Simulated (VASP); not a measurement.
Input of a VASP 6.6.1 run:

File POSCAR:

```
HgTe
1.0
    2.9925180000     -3.4669290000      0.0000000000
    2.9925180000      3.4669290000      0.0000000000
    0.0000000000      0.0000000000      5.7981570000
Hg Te
2 2
Direct
    0.6569500000      0.3430500000      0.2500000000
    0.3430500000      0.6569500000      0.7500000000
    0.2151910000      0.7848090000      0.2500000000
    0.7848090000      0.2151910000      0.7500000000
```

INCAR.step1

```
SYSTEM = HgTe
PREC     = Accurate       ! precision mode
ENCUT    = 520            ! plane-wave cutoff, eV
ISMEAR   = -1             ! smearing method
SIGMA    = 0.05           ! smearing width, eV
LREAL    = .FALSE.        ! projectors in reciprocal space
LASPH    = .TRUE.         ! aspherical terms in the spheres
NELM     = 80             ! most SCF steps
NBANDS   = 26             ! bands
GGA      = PE             ! functional
ALGO     = Normal         ! electronic algorithm
EDIFF    = 1E-4           ! SCF threshold, eV
LWAVE    = .TRUE.         ! write WAVECAR
LCHARG   = .FALSE.        ! write CHGCAR
```

File INCAR.step2:

```
SYSTEM = HgTe
PREC     = Accurate       ! precision mode
ENCUT    = 520            ! plane-wave cutoff, eV
EDIFF    = 1E-6           ! SCF threshold, eV
ISMEAR   = -1             ! smearing method
SIGMA    = 0.05           ! smearing width, eV
LREAL    = .FALSE.        ! projectors in reciprocal space
LASPH    = .TRUE.         ! aspherical terms in the spheres
NELM     = 80             ! most SCF steps
ALGO     = Normal         ! electronic algorithm
ISIF     = 2              ! what is computed and relaxed
LWAVE    = .FALSE.        ! write WAVECAR
LCHARG   = .TRUE.         ! write CHGCAR
METAGGA  = R2SCAN         ! meta-GGA
LMIXTAU  = .TRUE.       
LELF     = .TRUE.         ! ELF
LVHAR    = .TRUE.       
NBANDS   = 26             ! bands
ISTART   = 1
```

Contents of KPOINTS:

```
regular mesh
0
G
  6 6 5
  0 0 0
```

Potentials or basis: VASP PAW PBE potentials, release 64 (Hg, Te).

Command:

```console
$ cat potpaw_PBE.64/Hg/POTCAR potpaw_PBE.64/Te/POTCAR > POTCAR
$ cp INCAR.step1 INCAR
$ mpirun -np 1 vasp_std > vasp.out
$ cp INCAR.step2 INCAR
$ mpirun -np 1 vasp_std > vasp.out
```

**Question.** What does it give for the pressure?

**Answer.** -1.3 GPa.

**Question.** Predict the band gap on the k mesh.

**Answer.** Zero (band 18 reaches 4.01 eV, above the bottom of band 19 at 2.01 eV).

**Question.** Predict the largest force.

**Answer.** 0.174 eV/Å.

Stress tensor (GPa, compression positive):
```
-1.48  0.00  0.00
 0.00 -1.00  0.00
 0.00  0.00 -1.44
```

Caveat: the PAW data sets were made with another functional, which shifts forces and pressure a little; spin-orbit coupling is left out, which moves the levels of the heavy elements.
